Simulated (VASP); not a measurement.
RuC5, 6 atoms in the cell. It takes space group P6/mmm (No. 191, hexagonal). Conventional cell: a = 4.805 Å, b = 4.805 Å, c = 4.649 Å, α = 90.00°, β = 90.00°, γ = 120.00°. Within 3.2 Å of Ru (site symmetry 6/mmm) lie 12 C at 2.40 to 2.77 Å. C (site symmetry mmm) has 2 C at 1.39 Å within 1.9 Å. Within 1.9 Å of C (site symmetry -6m2) lie 3 C at 1.39 Å. 

```yaml
Program: VASP 6.6.1
Task: single point
Functional: PBE
Potentials_or_basis: VASP PAW PBE potentials, release 64 (Ru_pv, C)
Cutoff: 520 eV
k_mesh: 6 × 6 × 4
Occupations: gaussian, width 0.1 eV
Spin: no spin polarisation
Dipole_correction: no
Further_INCAR_settings: ALGO = Normal; EDIFF = 1e-06; NBANDS = 26
```

Potentials or basis: VASP PAW PBE potentials, release 64 (Ru_pv, C).

The run is started by

```console
$ cat potpaw_PBE.64/Ru_pv/POTCAR potpaw_PBE.64/C/POTCAR > POTCAR
$ mpirun -np 1 vasp_std > vasp.out
```

Hardware: 1 thread of Intel(R) Xeon(R) 6975P-C (Granite Rapids) (shared host).

Task: How long does it take, and how much memory?

Result: It took 28 s on 1 thread of Intel(R) Xeon(R) 6975P-C (Granite Rapids), on a shared host, peak memory 0.21 GiB. Counts: scf iterations 15, k points 21.
